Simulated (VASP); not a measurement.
CuO, 4 atoms in the cell. The structure is monoclinic, space group Cc (No. 9). Conventional cell: a = 4.689 Å, b = 3.427 Å, c = 5.132 Å, α = 90.00°, β = 99.65°, γ = 90.00°. Cu (site symmetry 1) has 4 O at 1.91 to 2.02 Å within 2.5 Å. O (site symmetry 1) has 4 Cu at 1.91 to 2.02 Å within 2.5 Å. 

- Program: VASP 6.6.1
- Task: single point
- Functional: LDA
- Potentials or basis: VASP PAW LDA potentials, release 64 (Cu, O)
- Cutoff: 520 eV
- k mesh: 7 × 7 × 4
- Occupations: gaussian, width 0.05 eV
- Spin: collinear spin, ferromagnetic start
- Starting moments: [0.51, 0.51, 0.29, 0.29] μB
- Hubbard terms: Cu d U = 5.0 eV
- Dipole correction: no
- Further INCAR settings: ALGO = Normal; EDIFF = 1e-06; NBANDS = 29

Potentials or basis: VASP PAW LDA potentials, release 64 (Cu, O).

Command:

```console
$ cat potpaw_LDA.64/Cu/POTCAR potpaw_LDA.64/O/POTCAR > POTCAR
$ mpirun -np 1 vasp_std > vasp.out
```

Hardware: 1 thread of AMD EPYC 7R13 Processor (Zen 3) (shared host).

Question: How long does it take, and how much memory?

Answer: Run time: 2.6 min on 1 thread of AMD EPYC 7R13 Processor (Zen 3) (shared host), peak memory 0.19 GiB. Counts: scf iterations 17, k points 60.
